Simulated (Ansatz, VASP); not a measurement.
# One calculation of Si4C, two programs

```xyz
10
Lattice="3.5741 0.0000 0.0000 -1.7871 3.0953 0.0000 0.0000 0.0000 13.3056" Properties=species:S:1:pos:R:3 pbc="T T T"
Si    0.0000    2.0635   10.6444
Si    0.0000    2.0635    0.0000
Si    0.0000    2.0635    2.6611
Si    1.7871    1.0318    9.3139
Si    1.7871    1.0318   11.9750
Si    1.7871    1.0318    1.3306
Si    1.7871    1.0318    3.9917
Si    1.7871    1.0318    6.6528
C     0.0000    2.0635    7.9833
C     0.0000    2.0635    5.3222
```

Alike in both runs: task relaxation of cell and atoms; functional PBE; k mesh 6 × 6 × 2; occupations gaussian, width 0.1 eV; no spin polarisation.

|  | VASP | Ansatz |
| --- | --- | --- |
| version | VASP 6.6.1 | Ansatz 0.2.0 |
| potentials or method | VASP PAW PBE potentials, release 64 (Si, C), cutoff 600 eV | scalar-relativistic, plane waves, PAW |
| valence electrons in the cell | 40 | 40 |

```csv
,VASP,Ansatz,Ansatz less VASP
"gap on the k mesh at the Fermi level, each at its own relaxed structure (eV)",none,none,-
relaxed volume (Å³/atom),14.41,13.97,-0.431
relaxed cell length with the largest relative difference (Å),15.960,17.023,+1.0637
```

A gap of «none» marks a metal or a gap that the smearing closes. One of these differences is far larger than is usual between the two programs; its cause wasn't traced.
